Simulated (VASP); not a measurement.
# SnTe (Fm-3m) in VASP: a series of runs, part 2 of 2

VASP 6.6.1.

## (3) Single point, RPBE

This run uses another cell than the first one, of 34.08 Å³/atom.

INCAR reads:

```
SYSTEM = SnTe
PREC = Accurate
ENCUT = 520
EDIFF = 1E-6
ISMEAR = -1
SIGMA = 0.05
LREAL = .FALSE.
LASPH = .TRUE.
NELM = 60
ALGO = Normal
ISIF = 2
LWAVE = .FALSE.
LCHARG = .TRUE.
GGA = RP
LELF = .TRUE.
LVHAR = .TRUE.
NBANDS = 17
```

KPOINTS reads:

```
Automatic mesh
0
G
  5 5 5
  0 0 0
```

POSCAR reads:

```
SnTe
1.0
    0.0000000000      3.2423037014      3.2423037014
    3.2423037014      0.0000000000      3.2423037014
    3.2423037014      3.2423037014      0.0000000000
Sn Te
1 1
Direct
    0.0000000000      0.0000000000      0.0000000000
    0.5000000000      0.5000000000      0.5000000000
```

Potentials or basis: VASP PAW PBE potentials, release 64 (Sn_d, Te).

Run with:

```bash
$ cat potpaw_PBE.64/Sn_d/POTCAR potpaw_PBE.64/Te/POTCAR > POTCAR
$ mpirun -np 1 vasp_std > vasp.out
```

OUTCAR:

```text
SYSTEM = SnTe
   PREC = Accurate
   ENCUT = 520
   EDIFF = 1E-6
   ISMEAR = -1
   LREAL = .FALSE.
   LASPH = .TRUE.
   NELM = 60
   ISIF = 2
   GGA = RP

 ion  position               nearest neighbor table
   1  0.000  0.000  0.000-   2 3.24   2 3.24   2 3.24   2 3.24   2 3.24   2 3.24
   2  0.500  0.500  0.500-   1 3.24   1 3.24   1 3.24   1 3.24   1 3.24   1 3.24

  LATTYP: Found a face centered cubic cell.
 ALAT       =     6.4846074028

  Lattice vectors:

 A1 = (   0.0000000000,   3.2423037014,   3.2423037014)
 A2 = (   3.2423037014,   0.0000000000,   3.2423037014)
 A3 = (   3.2423037014,   3.2423037014,   0.0000000000)

Analysis of symmetry for initial positions (statically):
=====================================================================
 Subroutine PRICEL returns:
 Original cell was already a primitive cell.

 Routine SETGRP: Setting up the symmetry group for a
 face centered cubic supercell.

 Subroutine GETGRP returns: Found 48 space group operations
 (whereof 48 operations were pure point group operations)
 out of a pool of 48 trial point group operations.

The static configuration has the point symmetry O_h .

Analysis of symmetry for dynamics (positions and initial velocities):
=====================================================================
 Subroutine PRICEL returns:
 Original cell was already a primitive cell.

 Routine SETGRP: Setting up the symmetry group for a
 face centered cubic supercell.

 Subroutine GETGRP returns: Found 48 space group operations
 (whereof 48 operations were pure point group operations)
 out of a pool of 48 trial point group operations.

The dynamic configuration has the point symmetry O_h .

 Subroutine INISYM returns: Found 48 space group operations
 (whereof 48 operations are pure point group operations),
 and found     1 'primitive' translations

----------------------------------------------------------------------------------------

                                     Primitive cell

  volume of cell :      68.1697

  direct lattice vectors                    reciprocal lattice vectors
     0.000000000  3.242303701  3.242303701    -0.154211340  0.154211340  0.154211340
     3.242303701  0.000000000  3.242303701     0.154211340 -0.154211340  0.154211340
     3.242303701  3.242303701  0.000000000     0.154211340  0.154211340 -0.154211340

  length of vectors
     4.585309868  4.585309868  4.585309868     0.267101877  0.267101877  0.267101877

  position of ions in fractional coordinates (direct lattice)
     0.000000000  0.000000000  0.000000000
     0.500000000  0.500000000  0.500000000

  ion indices of the primitive-cell ions
   primitive index   ion index
                 1           1
                 2           2

----------------------------------------------------------------------------------------

 KPOINTS: Automatic mesh

Automatic generation of k-mesh.
 Grid dimensions read from file:
 generate k-points for:    5    5    5

 Generating k-lattice:

  Cartesian coordinates                     Fractional coordinates (reciprocal lattice)
    -0.030842268  0.030842268  0.030842268     0.200000000  0.000000000  0.000000000
     0.030842268 -0.030842268  0.030842268     0.000000000  0.200000000  0.000000000
     0.030842268  0.030842268 -0.030842268     0.000000000  0.000000000  0.200000000

  Length of vectors
     0.053420375  0.053420375  0.053420375

  Shift w.r.t. Gamma in fractional coordinates (k-lattice)
     0.000000000  0.000000000  0.000000000

 Subroutine IBZKPT returns following result:
 ===========================================

 Found     10 irreducible k-points:

 Following reciprocal coordinates:
            Coordinates               Weight
  0.000000  0.000000  0.000000      1.000000
  0.200000  0.000000  0.000000      8.000000
  0.400000  0.000000  0.000000      8.000000
  0.200000  0.200000  0.000000      6.000000
  0.400000  0.200000  0.000000     24.000000
 -0.400000  0.200000  0.000000     24.000000
 -0.200000  0.200000  0.000000     12.000000
  0.400000  0.400000  0.000000      6.000000
 -0.400000  0.400000  0.000000     12.000000
 -0.400000  0.400000  0.200000     24.000000
   k-points           NKPTS =     10   k-points in BZ     NKDIM =     10   number of bands    NBANDS=     17
   number of dos      NEDOS =    301   number of ions     NIONS =      2
   total plane-waves  NPLWV =  46656
   dimension x,y,z NGX =    36 NGY =   36 NGZ =   36
   dimension x,y,z NGXF=    72 NGYF=   72 NGZF=   72
   ions per type =               1   1
   NGX,Y,Z   is equivalent  to a cutoff of  13.05, 13.05, 13.05 a.u.
   NGXF,Y,Z  is equivalent  to a cutoff of  26.10, 26.10, 26.10 a.u.
 SYSTEM =  SnTe
   PREC   = accura    normal or accurate (medium, high low for compatibility)
   ISTART =      0    job   : 0-new  1-cont  2-samecut
   ICHARG =      2    charge: 1-file 2-atom 10-const
   ISPIN  =      1    spin polarized calculation?
   LNONCOLLINEAR =      F non collinear calculations
   LSORBIT =      F    spin-orbit coupling
   LASPH  =      T    aspherical Exc in radial PAW
   ENCUT  =  520.0 eV  38.22 Ry    6.18 a.u.   8.53  8.53  8.53*2*pi/ulx,y,z
   NELM   =     60;   NELMIN=  2; NELMDL= -5     # of ELM steps
   EDIFF  = 0.1E-05   stopping-criterion for ELM
   LREAL  =      F    real-space projection
   EDIFFG = 0.1E-04   stopping-criterion for IOM
   NSW    =      0    number of steps for IOM
   IBRION =     -1    ionic relax: 0-MD 1-quasi-New 2-CG
   NFREE  =      0    steps in history (QN), initial steepest desc. (CG)
   ISIF   =      2    stress and relaxation
   ISYM   =      2    0-nonsym 1-usesym 2-fastsym
   POTIM  = 0.5000    time-step for ionic-motion
   TEBEG  =    0.0;   TEEND  =   0.0 temperature during run
   PSTRESS=    0.0 pullay stress
   NELECT =      20.0000    total number of electrons
   NUPDOWN=      -1.0000    fix difference up-down
   EMIN   =  10.00;   EMAX   =-10.00  energy-range for DOS
   EFERMI =   0.00;   METHOD = LEGACY
   ISMEAR =    -1;   SIGMA  =   0.05  broadening in eV -4-tet -1-fermi 0-gaus
   EFERMI_NEDOS =   21; number of points for ismear=-14 and -15
   IALGO  =     38    algorithm
   IMIX   =      4    mixing-type and parameters
     AMIX     =   0.40;   BMIX     =  1.00
     AMIX_MAG =   1.60;   BMIX_MAG =  1.00
  volume/ion in A,a.u.               =      34.08       230.02
  Fermi-wavevector in a.u.,A,eV,Ry     =   1.087814  2.055670 16.100296  1.183338
  Thomas-Fermi vector in A             =   2.223981
   LORBIT       =      0    0 simple, 1 ext, 2 COOP (PROOUT), +10 PAW based schemes
   GGA     = RP    functional components
   LHFCALC =     F    Hartree Fock is set to
   AEXX    =    0.0000 exact exchange contribution
   IVDW    =     0    specifies the selected vdW correction
   LEPSILON=     F    determine dielectric tensor
   LRPA    =     F    only Hartree local field effects (RPA)
 non-spin polarized calculation
  energy-cutoff  :      520.00
  volume of cell :       68.17
 maximum number of plane-waves:      1851
 NGX is ok and might be reduce to    36
   NGX = 17   NGY = 17   NGZ = 17

 number of electron      20.0000002 magnetization

 Free energy of the ion-electron system (eV)
  ---------------------------------------------------
  ext. energy  EPLUGINS =         0.00000000
  ---------------------------------------------------
  free energy    TOTEN  =        -6.87821130 eV

  energy without entropy =       -6.87819239  energy(sigma->0) =       -6.87820184

 E-fermi :   6.1237     XC(G=0):  -9.0006

 val. band max:        5.6372906241   @ k =   0.4000   0.0000   0.0000
 cond. band min:       6.5999222452   @ k =   0.4000   0.0000   0.0000
 fundamental gap:      0.9626316211
 Fermi energy:         6.1236661065

 k-point     1 :       0.0000    0.0000    0.0000
  band No.  band energies     occupation
      1     -15.9311      2.00000
      2     -15.9311      2.00000
      3     -15.9311      2.00000
      4     -15.9303      2.00000
      5     -15.9303      2.00000
      6      -6.1460      2.00000
[... 9 lines left out ...]
     16      10.9483      0.00000
     17      12.8145      0.00000
[... 161 lines left out ...]
 k-point    10 :      -0.4000    0.4000    0.2000
  band No.  band energies     occupation
      1     -15.9370      2.00000
      2     -15.9304      2.00000
      3     -15.9301      2.00000
      4     -15.9269      2.00000
      5     -15.9246      2.00000
      6      -4.8779      2.00000
[... 9 lines left out ...]
     16      15.4015      0.00000
     17      15.5461      0.00000

------------------------ aborting loop because EDIFF is reached ----------------------------------------

  FORCE on cell =-STRESS in cart. coord.  units (eV):
  Direction    XX          YY          ZZ          XY          YZ          ZX
  --------------------------------------------------------------------------------------
  -------------------------------------------------------------------------------------
  Total       -0.0434266     -0.0434266     -0.0434266      0.0000000      0.0000000     -0.0000000
  in kB       -1.0206469     -1.0206469     -1.0206469      0.0000000      0.0000000     -0.0000000
  external PRESSURE =      -1.0206469 kB  Pullay stress =       0.0000000 kB

 VOLUME and BASIS-vectors are now :
 -----------------------------------------------------------------------------
  energy-cutoff  :      520.00
  volume of cell :       68.17
      direct lattice vectors                 reciprocal lattice vectors
     0.000000000  3.242303701  3.242303701    -0.154211340  0.154211340  0.154211340
     3.242303701  0.000000000  3.242303701     0.154211340 -0.154211340  0.154211340
     3.242303701  3.242303701  0.000000000     0.154211340  0.154211340 -0.154211340

 POSITION                                       TOTAL-FORCE (eV/Angst)
 -----------------------------------------------------------------------------------
      0.00000      0.00000      0.00000        -0.000000      0.000000     -0.000000
      3.24230      3.24230      3.24230         0.000000     -0.000000      0.000000
 -----------------------------------------------------------------------------------
    total drift:                               -0.000000      0.000000      0.000000

  FREE ENERGIE OF THE ION-ELECTRON SYSTEM (eV)
  ---------------------------------------------------
  free  energy   TOTEN  =        -6.8782112958 eV

  energy  without entropy=       -6.8781923873  energy(sigma->0) =       -6.87820184
```

OSZICAR:

```text
N       E                     dE             d eps       ncg     rms          rms(c)
DAV:   1     0.128598570393E+03    0.12860E+03   -0.95951E+03   340   0.136E+03
DAV:   2     0.449462114172E+01   -0.12410E+03   -0.12122E+03   356   0.318E+02
DAV:   3    -0.663067089558E+01   -0.11125E+02   -0.10994E+02   434   0.891E+01
DAV:   4    -0.693995146577E+01   -0.30928E+00   -0.30911E+00   380   0.155E+01
DAV:   5    -0.695263133289E+01   -0.12680E-01   -0.12679E-01   487   0.308E+00    0.397E+00
DAV:   6    -0.687275883834E+01    0.79872E-01   -0.19331E-01   435   0.258E+00    0.249E+00
DAV:   7    -0.687578681453E+01   -0.30280E-02   -0.69411E-02   367   0.116E+00    0.912E-01
DAV:   8    -0.687795609332E+01   -0.21693E-02   -0.88702E-03   386   0.735E-01    0.189E-01
DAV:   9    -0.687813147590E+01   -0.17538E-03   -0.10753E-03   430   0.289E-01    0.591E-02
DAV:  10    -0.687818725276E+01   -0.55777E-04   -0.24604E-04   386   0.111E-01    0.233E-02
DAV:  11    -0.687821147091E+01   -0.24218E-04   -0.97574E-05   397   0.681E-02    0.286E-02
DAV:  12    -0.687821129577E+01    0.17514E-06   -0.46889E-06   403   0.117E-02
   1 F= -.68782113E+01 E0= -.68782018E+01  d E =-.189085E-04
```

stdout:

```text
POSCAR found type information on POSCAR SnTe
 POSCAR found :  2 types and       2 ions
 scaLAPACK will be used
 -----------------------------------------------------------------------------
|                                                                             |
|                                                                             |
|     You enforced a specific xc type in the INCAR file but a different       |
|     I HOPE YOU KNOW WHAT YOU ARE DOING!                                     |
|                                                                             |
 -----------------------------------------------------------------------------

 LDA part: xc-table for (Slater+PW92), standard interpolation
 POSCAR, INCAR and KPOINTS ok, starting setup
 FFT: planning ... GRIDC
 FFT: planning ... GRID_SOFT
 FFT: planning ... GRID
 WAVECAR not read
 entering main loop
```

Run time: 13 s. Hardware: 1 thread of AMD EPYC 7R43 (Zen 3), shared host; peak memory 0.17 GiB.

Results:

```
Free energy : -6.8782 eV
Pressure    : -0.1 GPa
```

Caveat: this odd mesh misses L, so gap, dielectric constants and Born charges aren't listed; the PAW data sets were made with another functional, which shifts forces and pressure a little; spin-orbit coupling is left out, which moves the levels of the heavy elements.

## (4) Single point, r2SCAN+rVV10

This run uses another cell than the first one, of 31.74 Å³/atom.

POSCAR reads:

```
SnTe
1.0
    0.0000000000      3.1662367221      3.1662367221
    3.1662367221      0.0000000000      3.1662367221
    3.1662367221      3.1662367221      0.0000000000
Sn Te
1 1
Direct
    0.0000000000      0.0000000000      0.0000000000
    0.5000000000      0.5000000000      0.5000000000
```

INCAR.step1 reads:

```
PREC     = Accurate       # precision mode
ENCUT    = 520            # plane-wave cutoff, eV
ISMEAR   = -1             # smearing method
SIGMA    = 0.05           # smearing width, eV
LREAL    = False          # projectors in reciprocal space
LASPH    = True           # aspherical terms in the spheres
NELM     = 60             # most SCF steps
NBANDS   = 17             # bands
GGA      = PE             # functional
ALGO     = Normal         # electronic algorithm
EDIFF    = 1E-4           # SCF threshold, eV
LWAVE    = True           # write WAVECAR
LCHARG   = False          # write CHGCAR
```

INCAR.step2 reads:

```
PREC     = Accurate       # precision mode
ENCUT    = 520            # plane-wave cutoff, eV
EDIFF    = 1E-6           # SCF threshold, eV
ISMEAR   = -1             # smearing method
SIGMA    = 0.05           # smearing width, eV
LREAL    = False          # projectors in reciprocal space
LASPH    = True           # aspherical terms in the spheres
NELM     = 60             # most SCF steps
ALGO     = Normal         # electronic algorithm
ISIF     = 2              # what is computed and relaxed
LWAVE    = False          # write WAVECAR
LCHARG   = True           # write CHGCAR
METAGGA  = R2SCAN         # meta-GGA
LMIXTAU  = True         
LUSE_VDW = True         
IVDW_NL  = 2            
BPARAM   = 11.95        
CPARAM   = 0.0093       
LELF     = True           # ELF
LVHAR    = True         
NBANDS   = 17             # bands
ISTART   = 1
```

KPOINTS reads:

```
regular mesh
0
Gamma
  5 5 5
```

Run with:

```bash
$ cat potpaw_PBE.64/Sn_d/POTCAR potpaw_PBE.64/Te/POTCAR > POTCAR
$ cp INCAR.step1 INCAR
$ mpirun -np 1 vasp_std > vasp.out
$ cp INCAR.step2 INCAR
$ mpirun -np 1 vasp_std > vasp.out
```

Wall time 95 s (1 thread of AMD EPYC 7R43 (Zen 3), shared host); peak memory 0.36 GiB.

The run converged. Its results:

| Property | Result |
| --- | --- |
| Free energy | -50.1479 eV |
| Pressure | 0.1 GPa |

Levels at points of the mesh, in eV from the Fermi level:
| k point | band 6 | band 7 | band 8 | band 9 | band 10 | band 11 | band 12 | band 13 | band 14 | band 15 |
| --- | --- | --- | --- | --- | --- | --- | --- | --- | --- | --- |
| (0.00, 0.00, 0.00) | -13.45 | -4.85 | -2.50 | -2.50 | -2.50 | 3.34 | 3.34 | 3.34 | 4.90 | 4.90 |

Caveat: this odd mesh misses L, so gap, dielectric constants and Born charges aren't listed; the PAW data sets were made with another functional, which shifts forces and pressure a little; spin-orbit coupling is left out, which moves the levels of the heavy elements.

## (5) The runs side by side

```csv
level,cell,pressure (GPa)
PBE,"a = 4.533 Å, angles 60.0°, 2 atoms",-0.1
RPBE,"a = 4.585 Å, angles 60.0°, 2 atoms",-0.1
r2SCAN+rVV10,"a = 4.478 Å, angles 60.0°, 2 atoms",0.1
```

Alike in all rows: task single point; potentials or basis VASP PAW PBE potentials, release 64 (Sn_d, Te); no spin polarisation; k mesh 5 × 5 × 5; cutoff (eV) 520; smearing fermi-dirac 0.05 eV.

Caveats: spin-orbit coupling is left out, which moves the levels of the heavy elements; the PAW data sets were made with another functional, which shifts forces and pressure a little (at least some runs).

Total energies depend on the potentials used, so only differences within one code and one set of settings carry meaning.
